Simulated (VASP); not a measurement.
# Sb (C2/c) in VASP: a series of runs

Sb is run at these levels: r2SCAN; tasks: single point.

Everything below comes from runs of VASP 6.6.1. Logs are shortened: lines on timing, memory, paths and dates and some standing lists are left out, and cuts for length are marked.

## Step 1: The cell of the first run

The typed cell holds 2 atoms: a = 4.541 Å, b = 4.541 Å, c = 4.569 Å, α = 97.11°, β = 97.11°, γ = 138.75°.

## Step 2: Single point, r2SCAN (29.08 Å³/atom)

POSCAR reads:

```
Sb
1.0
   -3.0056830246      3.0040990456      1.5995956753
    3.0040990456     -3.0056830246      1.5995956753
    3.0253870168      3.0253870168     -1.6024967357
Sb
2
Direct
    0.0001435861      0.9998564139      0.0000000000
    0.7498564139      0.2501435861      0.5000000000
```

INCAR.step1 reads:

```
PREC = Accurate ; ENCUT = 520
ISMEAR = -1 ; SIGMA = 0.1
LREAL = False ; LASPH = True
NELM = 80 ; NBANDS = 12
GGA = PE ; ALGO = Normal
EDIFF = 1E-4 ; LWAVE = True
LCHARG = False
```

INCAR.step2 reads:

```
PREC = Accurate ; ENCUT = 520
EDIFF = 1E-6 ; ISMEAR = -1
SIGMA = 0.1 ; LREAL = False
LASPH = True ; NELM = 80
ALGO = Normal ; ISIF = 2
LWAVE = False ; LCHARG = False
METAGGA = R2SCAN ; LMIXTAU = True
NBANDS = 12 ; ISTART = 1
```

KPOINTS reads:

```
Automatic mesh
0
Gamma
  13 13 8
```

Potentials or basis: VASP PAW PBE potentials, release 64 (Sb).

The run is started by

```console
$ cat potpaw_PBE.64/Sb/POTCAR > POTCAR
$ cp INCAR.step1 INCAR
$ mpirun -np 1 vasp_std > vasp.out
$ cp INCAR.step2 INCAR
$ mpirun -np 1 vasp_std > vasp.out
```

OUTCAR:

```text
PREC = Accurate
   ENCUT = 520
   EDIFF = 1E-6
   ISMEAR = -1
   LREAL = False
   LASPH = True
   NELM = 80
   ISIF = 2
   METAGGA = R2SCAN
   ISTART = 1

 ion  position               nearest neighbor table
   1  0.000  1.000  0.000-   2 3.12   2 3.12   2 3.12   2 3.12
   2  0.750  0.250  0.500-   1 3.12   1 3.12   1 3.12   1 3.12

  Warning from LATTYP: Got some problem with cell dimensions!
  Tried to take original basis but could not verify dimensions!
  LATTYP: Found a base centered monoclinic cell.
 ALAT       =     3.1991921349
 B/A-ratio  =     2.6566442253
 C/A-ratio  =     1.4268192823
 COS(beta)  =    -0.3491381156

  Lattice vectors:

 A1 = (   3.0056830246,  -3.0040990456,  -1.5995956753)
 A2 = (  -3.0040990456,   3.0056830246,  -1.5995956753)
 A3 = (   3.0238030378,   3.0238030378,   1.5966946149)

Analysis of symmetry for initial positions (statically):
=====================================================================
 Subroutine PRICEL returns:
 Original cell was already a primitive cell.

 Routine SETGRP: Setting up the symmetry group for a
 base centered monoclinic supercell.

 Subroutine GETGRP returns: Found  4 space group operations
 (whereof  2 operations were pure point group operations)
 out of a pool of  4 trial point group operations.

The static configuration has the point symmetry C_2 .
 The point group associated with its full space group is C_2h.

Analysis of symmetry for dynamics (positions and initial velocities):
=====================================================================
 Subroutine PRICEL returns:
 Original cell was already a primitive cell.

 Routine SETGRP: Setting up the symmetry group for a
 base centered monoclinic supercell.

 Subroutine GETGRP returns: Found  4 space group operations
 (whereof  2 operations were pure point group operations)
 out of a pool of  4 trial point group operations.

The dynamic configuration has the point symmetry C_2 .
 The point group associated with its full space group is C_2h.

 Subroutine INISYM returns: Found  4 space group operations
 (whereof  2 operations are pure point group operations),
 and found     1 'primitive' translations

----------------------------------------------------------------------------------------

                                     Primitive cell

  volume of cell :      58.1522

  direct lattice vectors                    reciprocal lattice vectors
    -3.005683025  3.004099046  1.599595675    -0.000392053  0.166003331  0.312660987
     3.004099046 -3.005683025  1.599595675     0.166003331 -0.000392053  0.312660987
     3.025387017  3.025387017 -1.602496736     0.165311466  0.165311466  0.000163698

  length of vectors
     4.540643990  4.540643990  4.568799513     0.353997390  0.353997390  0.233785774

  position of ions in fractional coordinates (direct lattice)
     0.000143586  0.999856414  0.000000000
     0.749856414  0.250143586  0.500000000

  ion indices of the primitive-cell ions
   primitive index   ion index
                 1           1
                 2           2

----------------------------------------------------------------------------------------

 KPOINTS: Automatic mesh

Automatic generation of k-mesh.
 Grid dimensions read from file:
 generate k-points for:   13   13    8

 Generating k-lattice:

  Cartesian coordinates                     Fractional coordinates (reciprocal lattice)
    -0.000030158  0.012769487  0.024050845     0.076923077 -0.000000000  0.000000000
     0.012769487 -0.000030158  0.024050845    -0.000000000  0.076923077  0.000000000
     0.020663933  0.020663933  0.000020462     0.000000000  0.000000000  0.125000000

  Length of vectors
     0.027230568  0.027230568  0.029223222

  Shift w.r.t. Gamma in fractional coordinates (k-lattice)
     0.000000000  0.000000000  0.000000000

 Subroutine IBZKPT returns following result:
 ===========================================

 Found    371 irreducible k-points:

 Following reciprocal coordinates:
            Coordinates               Weight
  0.000000  0.000000  0.000000      1.000000
  0.076923 -0.000000 -0.000000      4.000000
  0.153846 -0.000000 -0.000000      4.000000
  0.230769 -0.000000 -0.000000      4.000000
  0.307692 -0.000000 -0.000000      4.000000
  0.384615 -0.000000 -0.000000      4.000000
[... 16 lines left out ...]
  0.384615  0.153846 -0.000000      4.000000
  0.461538  0.153846 -0.000000      4.000000
 [... further k-points ...]
   k-points           NKPTS =    371   k-points in BZ     NKDIM =    371   number of bands    NBANDS=     12
   number of dos      NEDOS =    301   number of ions     NIONS =      2
   total plane-waves  NPLWV =  46656
   dimension x,y,z NGX =    36 NGY =   36 NGZ =   36
   dimension x,y,z NGXF=    72 NGYF=   72 NGZF=   72
   ions per type =               2
   NGX,Y,Z   is equivalent  to a cutoff of  13.18, 13.18, 13.10 a.u.
   NGXF,Y,Z  is equivalent  to a cutoff of  26.36, 26.36, 26.20 a.u.
 SYSTEM =  unknown system
   PREC   = accura    normal or accurate (medium, high low for compatibility)
   ISTART =      1    job   : 0-new  1-cont  2-samecut
   ICHARG =      0    charge: 1-file 2-atom 10-const
   ISPIN  =      1    spin polarized calculation?
   LNONCOLLINEAR =      F non collinear calculations
   LSORBIT =      F    spin-orbit coupling
   LASPH  =      T    aspherical Exc in radial PAW
   ENCUT  =  520.0 eV  38.22 Ry    6.18 a.u.   8.44  8.44  8.49*2*pi/ulx,y,z
   NELM   =     80;   NELMIN=  2; NELMDL=  0     # of ELM steps
   EDIFF  = 0.1E-05   stopping-criterion for ELM
   LREAL  =      F    real-space projection
   EDIFFG = 0.1E-04   stopping-criterion for IOM
   NSW    =      0    number of steps for IOM
   IBRION =     -1    ionic relax: 0-MD 1-quasi-New 2-CG
   NFREE  =      0    steps in history (QN), initial steepest desc. (CG)
   ISIF   =      2    stress and relaxation
   ISYM   =      2    0-nonsym 1-usesym 2-fastsym
   POTIM  = 0.5000    time-step for ionic-motion
   TEBEG  =    0.0;   TEEND  =   0.0 temperature during run
   PSTRESS=    0.0 pullay stress
   NELECT =      10.0000    total number of electrons
   NUPDOWN=      -1.0000    fix difference up-down
   EMIN   =  10.00;   EMAX   =-10.00  energy-range for DOS
   EFERMI =   0.00;   METHOD = LEGACY
   ISMEAR =    -1;   SIGMA  =   0.10  broadening in eV -4-tet -1-fermi 0-gaus
   EFERMI_NEDOS =   21; number of points for ismear=-14 and -15
   IALGO  =     38    algorithm
   IMIX   =      4    mixing-type and parameters
     AMIX     =   0.40;   BMIX     =  1.00
     AMIX_MAG =   1.60;   BMIX_MAG =  1.00
  volume/ion in A,a.u.               =      29.08       196.22
  Fermi-wavevector in a.u.,A,eV,Ry     =   0.910373  1.720356 11.276230  0.828780
  Thomas-Fermi vector in A             =   2.034528
   LORBIT       =      0    0 simple, 1 ext, 2 COOP (PROOUT), +10 PAW based schemes
   METAGGA = R2SCAN    functional components
   LHFCALC =     F    Hartree Fock is set to
   AEXX    =    0.0000 exact exchange contribution
   IVDW    =     0    specifies the selected vdW correction
   LEPSILON=     F    determine dielectric tensor
   LRPA    =     F    only Hartree local field effects (RPA)
 non-spin polarized calculation
  energy-cutoff  :      520.00
  volume of cell :       58.15
 maximum number of plane-waves:      1593
 NGX is ok and might be reduce to    36
   NGX = 17   NGY = 17   NGZ = 17

 number of electron      10.0000001 magnetization

 Free energy of the ion-electron system (eV)
  ---------------------------------------------------
  ext. energy  EPLUGINS =         0.00000000
  ---------------------------------------------------
  free energy    TOTEN  =       -51.06265676 eV

  energy without entropy =      -51.02622716  energy(sigma->0) =      -51.04444196

 E-fermi :   7.5034     XC(G=0): -10.2804

 val. band max:        7.4987437158   @ k =   0.4615  -0.0000   0.1250
 cond. band min:       7.5068161659   @ k =   0.3846   0.1538   0.2500
 fundamental gap:      0.0080724500
 Fermi energy:         7.5034250200

 k-point     1 :       0.0000    0.0000    0.0000
  band No.  band energies     occupation
      1      -5.6440      2.00000
      2       0.2516      2.00000
      3       3.7630      2.00000
      4       3.8438      2.00000
      5      10.0107      0.00000
      6      11.1856      0.00000
      7      11.2224      0.00000
      8      12.0670      0.00000
      9      12.1756      0.00000
     10      15.4738      0.00000
     11      16.2281      0.00000
     12      17.0111      0.00000

 k-point     2 :       0.0769   -0.0000   -0.0000
  band No.  band energies     occupation
      1      -5.5308      2.00000
      2       0.2179      2.00000
      3       3.8217      2.00000
      4       4.0544      2.00000
      5      10.1916      0.00000
      6      10.7242      0.00000
      7      11.2249      0.00000
      8      11.2660      0.00000
      9      11.3775      0.00000
     10      15.5449      0.00000
     11      16.4856      0.00000
     12      16.7835      0.00000

 k-point     3 :       0.1538   -0.0000   -0.0000
  band No.  band energies     occupation
      1      -5.1929      2.00000
      2       0.1657      2.00000
      3       3.9076      2.00000
      4       4.7135      2.00000
      5       9.0929      0.00000
      6       9.5858      0.00000
      7      10.5227      0.00000
      8      10.6882      0.00000
      9      11.2360      0.00000
     10      15.0542      0.00000
     11      15.4324      0.00000
     12      16.2604      0.00000
[... 286 lines left out ...]
 k-point    23 :       0.3846    0.1538   -0.0000
  band No.  band energies     occupation
      1      -1.8732      2.00000
      2      -0.3246      2.00000
      3       2.4705      2.00000
      4       4.2077      2.00000
      5       5.3001      2.00000
      6       7.2281      1.88024
      7       9.4795      0.00000
      8      10.3462      0.00000
      9      13.5341      0.00000
     10      14.8855      0.00000
     11      15.4169      0.00000
     12      16.9105      0.00000

 k-point    24 :       0.4615    0.1538   -0.0000
  band No.  band energies     occupation
      1      -2.4223      2.00000
      2      -0.5641      2.00000
      3       2.9925      2.00000
      4       4.6702      2.00000
      5       5.2750      2.00000
      6       7.4113      1.43058
      7       9.8421      0.00000
      8       9.9918      0.00000
      9      14.1052      0.00000
     10      14.6272      0.00000
     11      15.5181      0.00000
     12      16.7271      0.00000

 [... further k-points ...]
[... 5 lines left out ...]
  --------------------------------------------------------------------------------------
  -------------------------------------------------------------------------------------
  Total        0.1311779      0.1311779     -0.1190880      0.0146054     -0.0292072     -0.0292072
  in kB        3.6141416      3.6141416     -3.2810494      0.4024010     -0.8047002     -0.8047006
  external PRESSURE =       1.3157446 kB  Pullay stress =       0.0000000 kB

 VOLUME and BASIS-vectors are now :
 -----------------------------------------------------------------------------
  energy-cutoff  :      520.00
  volume of cell :       58.15
      direct lattice vectors                 reciprocal lattice vectors
    -3.005683025  3.004099046  1.599595675    -0.000392053  0.166003331  0.312660987
     3.004099046 -3.005683025  1.599595675     0.166003331 -0.000392053  0.312660987
     3.025387017  3.025387017 -1.602496736     0.165311466  0.165311466  0.000163698

 POSITION                                       TOTAL-FORCE (eV/Angst)
 -----------------------------------------------------------------------------------
      3.00324     -3.00482      1.59960        -0.001787      0.001787     -0.000000
      0.01032      3.01348      0.79835         0.001787     -0.001787      0.000000
 -----------------------------------------------------------------------------------
    total drift:                               -0.000000      0.000000     -0.000000

  FREE ENERGIE OF THE ION-ELECTRON SYSTEM (eV)
  ---------------------------------------------------
  free  energy   TOTEN  =       -51.0626567597 eV

  energy  without entropy=      -51.0262271574  energy(sigma->0) =      -51.04444196
```

Run time: 27 min. Hardware: 1 thread of AMD EPYC 7R13, shared host; peak memory 0.35 GiB.

What came out:

* Free energy: -51.0627 eV
* Pressure: 0.1 GPa
* Band gap on the k mesh: zero (bands 5 and 6 overlap by 6.00 eV)

Forces on the atoms (eV/Å):
```
Sb  -0.002  0.002  0.000
Sb   0.002 -0.002  0.000
```

Caveat: the PAW data sets were made with another functional, which shifts forces and pressure a little; spin-orbit coupling is left out, which moves the levels of the heavy elements.

## Step 3: Single point, r2SCAN (30.24 Å³/atom)

This run uses another cell than the first one, of 30.24 Å³/atom.

POSCAR reads:

```
Sb
1.0
   -3.0452360213      3.0436311981      1.6206454007
    3.0436311981     -3.0452360213      1.6206454007
    3.0651993063      3.0651993063     -1.6235846374
Sb
2
Direct
    0.0001435861      0.9998564139      0.0000000000
    0.7498564139      0.2501435861      0.5000000000
```

INCAR.step1 reads:

```
SYSTEM = Sb
PREC     = Accurate       ! precision mode
ENCUT    = 520            ! plane-wave cutoff, eV
ISMEAR   = -1             ! smearing method
SIGMA    = 0.1            ! smearing width, eV
LREAL    = .FALSE.        ! projectors in reciprocal space
LASPH    = .TRUE.         ! aspherical terms in the spheres
NELM     = 100            ! most SCF steps
NBANDS   = 12             ! bands
GGA      = PE             ! functional
ALGO     = Normal         ! electronic algorithm
EDIFF    = 1E-4           ! SCF threshold, eV
LWAVE    = .TRUE.         ! write WAVECAR
LCHARG   = .FALSE.        ! write CHGCAR
```

INCAR.step2 reads:

```
SYSTEM = Sb
PREC     = Accurate       ! precision mode
ENCUT    = 520            ! plane-wave cutoff, eV
EDIFF    = 1E-7           ! SCF threshold, eV
ISMEAR   = -1             ! smearing method
SIGMA    = 0.1            ! smearing width, eV
LREAL    = .FALSE.        ! projectors in reciprocal space
LASPH    = .TRUE.         ! aspherical terms in the spheres
NELM     = 100            ! most SCF steps
ALGO     = Normal         ! electronic algorithm
ISIF     = 2              ! what is computed and relaxed
LWAVE    = .FALSE.        ! write WAVECAR
LCHARG   = .FALSE.        ! write CHGCAR
METAGGA  = R2SCAN         ! meta-GGA
LMIXTAU  = .TRUE.       
NBANDS   = 12             ! bands
ISTART   = 1
```

KPOINTS reads:

```
regular mesh
0
G
  13 13 8
  0 0 0
```

Potentials or basis: VASP PAW PBE potentials, release 64 (Sb).

The run is started by

```console
$ cat potpaw_PBE.64/Sb/POTCAR > POTCAR
$ cp INCAR.step1 INCAR
$ mpirun -np 1 vasp_std > vasp.out
$ cp INCAR.step2 INCAR
$ mpirun -np 1 vasp_std > vasp.out
```

Run time: 50 min. Hardware: 1 thread of AMD EPYC 7R13, shared host; peak memory 0.36 GiB.

It converged, with:

```
Free energy            : -51.0480 eV
Pressure               : -2.1 GPa
Largest force          : 0.005 eV/Å
Band gap on the k mesh : zero (bands 5 and 6 overlap by 5.81 eV)
```

Forces on the atoms (eV/Å):
```
Sb  -0.003  0.003  0.000
Sb   0.003 -0.003  0.000
```

Stress tensor (GPa, compression positive):
```
-1.87  0.02 -0.08
 0.02 -1.87 -0.08
-0.08 -0.08 -2.46
```

Levels at points of the mesh, in eV from the Fermi level:
```csv
k point,band 3,band 4,band 5,band 6,band 7,band 8
"(0.00, 0.00, 0.00)",-3.56,-3.48,2.66,3.55,3.59,4.37
"(0.00, 0.00, 0.50)",-1.26,-1.26,-0.55,-0.55,4.15,4.15
```

Caveat: the PAW data sets were made with another functional, which shifts forces and pressure a little; spin-orbit coupling is left out, which moves the levels of the heavy elements.

## Step 4: Single point, r2SCAN (31.40 Å³/atom)

This run uses another cell than the first one, of 31.40 Å³/atom.

POSCAR reads:

```
Sb
1.0
   -3.0837874052      3.0821622656      1.6411620775
    3.0821622656     -3.0837874052      1.6411620775
    3.1040034169      3.1040034169     -1.6441385236
Sb
2
Direct
    0.0001435861      0.9998564139      0.0000000000
    0.7498564139      0.2501435861      0.5000000000
```

INCAR.step1 reads:

```
SYSTEM = Sb
ALGO = Normal
EDIFF = 1E-4
ENCUT = 520
GGA = PE
ISMEAR = -1
LASPH = .TRUE.
LCHARG = .FALSE.
LREAL = .FALSE.
LWAVE = .TRUE.
NBANDS = 12
NELM = 60
PREC = Accurate
SIGMA = 0.1
```

INCAR.step2 reads:

```
SYSTEM = Sb
ALGO = Normal
EDIFF = 1E-6
ENCUT = 520
ISIF = 2
ISMEAR = -1
ISTART = 1
LASPH = .TRUE.
LCHARG = .FALSE.
LMIXTAU = .TRUE.
LREAL = .FALSE.
LWAVE = .FALSE.
METAGGA = R2SCAN
NBANDS = 12
NELM = 60
PREC = Accurate
SIGMA = 0.1
```

KPOINTS reads:

```
k-points
0
G
  13 13 8
  0 0 0
```

The run is started by

```console
$ cat potpaw_PBE.64/Sb/POTCAR > POTCAR
$ cp INCAR.step1 INCAR
$ mpirun -np 1 vasp_std > vasp.out
$ cp INCAR.step2 INCAR
$ mpirun -np 1 vasp_std > vasp.out
```

It took 23 min on 1 thread of AMD EPYC 7R13, shared host; peak memory 0.36 GiB.

Results (log left out):

```
Free energy            : -51.0049 eV
Pressure               : -3.8 GPa
Largest force          : 0.006 eV/Å
Band gap on the k mesh : zero (bands 5 and 6 overlap by 5.63 eV)
```

Forces on the atoms (eV/Å):
```
Sb  -0.004  0.004  0.000
Sb   0.004 -0.004  0.000
```

Stress tensor (GPa, compression positive):
```
-3.63  0.01 -0.07
 0.01 -3.63 -0.07
-0.07 -0.07 -4.13
```

Levels at points of the mesh, in eV from the Fermi level:
```csv
k point,band 2,band 3,band 4,band 5,band 6,band 7,band 8,band 9
"(0.00, 0.00, 0.00)",-7.33,-3.39,-3.32,2.79,3.42,3.46,4.18,4.27
"(0.00, 0.00, 0.50)",-10.71,-1.18,-1.18,-0.55,-0.55,4.01,4.01,8.12
```

Caveat: the cell stands under tension; the PAW data sets were made with another functional, which shifts forces and pressure a little; spin-orbit coupling is left out, which moves the levels of the heavy elements.

## Step 5: Overview

| cell | gap on the mesh (eV) | pressure (GPa) |
| --- | --- | --- |
| a = 4.541, b = 4.541, c = 4.569 Å, angles 97.1, 97.1, 138.7°, 2 atoms | none | 0.1 |
| a = 4.600, b = 4.600, c = 4.629 Å, angles 97.1, 97.1, 138.7°, 2 atoms | none | -2.1 |
| a = 4.659, b = 4.659, c = 4.688 Å, angles 97.1, 97.1, 138.7°, 2 atoms | none | -3.8 |

Alike in all rows: task single point; level r2SCAN; potentials or basis VASP PAW PBE potentials, release 64 (Sb); no spin polarisation; k mesh 13 × 13 × 8; cutoff (eV) 520; smearing fermi-dirac 0.1 eV.

Caveats: the PAW data sets were made with another functional, which shifts forces and pressure a little; spin-orbit coupling is left out, which moves the levels of the heavy elements; the cell stands under tension (at least some runs).

Absolute energies hang on the potentials; compare differences alone.
